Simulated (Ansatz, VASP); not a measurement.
## In in VASP and in Ansatz

```
In
1.0
     3.83017    0.00000    0.00000
     0.00000    3.83017    0.00000
     0.00000    0.00000   11.36628
In
6
Cartesian
  0.0000 0.0000 9.4715
  0.0000 0.0000 1.8948
  0.0000 0.0000 5.6831
  1.9151 1.9151 0.0000
  1.9151 1.9151 3.7889
  1.9151 1.9151 7.5774
```

Alike in both runs: functional PBE; k mesh 10 × 10 × 4; occupations gaussian, width 0.1 eV; no spin polarisation.

Ansatz relaxed the structure, and its values are those at the end. VASP's run is a single point on that final structure, the one shown.

|  | VASP | Ansatz |
| --- | --- | --- |
| version | VASP 6.6.1 | Ansatz 0.2.0 |
| potentials or method | VASP PAW PBE potentials, release 64 (In_d), cutoff 520 eV | scalar-relativistic, plane waves, PAW |
| valence electrons in the cell | 78 | 78 |

```tsv
	VASP	Ansatz	Ansatz less VASP
gap on the k mesh at the Fermi level (eV)	none	none	-
pressure (GPa)	0.0	0.0	-0.02
```

A gap of «none» marks a metal or a gap that the smearing closes. With one functional, cell and mesh, what is left measures potentials, basis and numerics.
